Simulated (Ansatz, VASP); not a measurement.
# LuGaAs2: VASP beside Ansatz

```
Ga Lu As
1.0
     1.95026    1.12598    6.42274
    -1.95026    1.12598    6.42274
     0.00000   -2.25196    6.42274
Ga Lu As
1 1 2
Direct
  0.00000 0.00000 0.00000
  0.50000 0.50000 0.50000
  0.25657 0.25657 0.25657
  0.74343 0.74343 0.74343
```

Alike in both runs: task single point; functional PBE; k mesh 8 × 8 × 8; occupations fermi-dirac, width 0.02 eV; no spin polarisation.

```csv
,VASP,Ansatz
version,VASP 6.6.1,Ansatz 0.2.0
potentials or method,"VASP PAW PBE potentials, release 64 (Ga_d, Lu, As)","plane waves, PAW"
plane-wave cutoff (eV),520,420
valence electrons in the cell,48,68
```

```csv
,VASP,Ansatz,Ansatz less VASP
pressure (GPa),2.3,2.0,-0.30
"traceless stress, the component that is largest in VASP (GPa)",0.53,0.51,-0.021
rms of the force components (eV/Å),0.016,0.021,+0.0055
```

Atom by atom the forces differ by 0.006 eV/Å (rms over components). VASP's potentials hold 48 valence electrons a cell and Ansatz's 68, so a difference there can come from the potentials and not from the codes.

Spin-orbit coupling is off throughout.
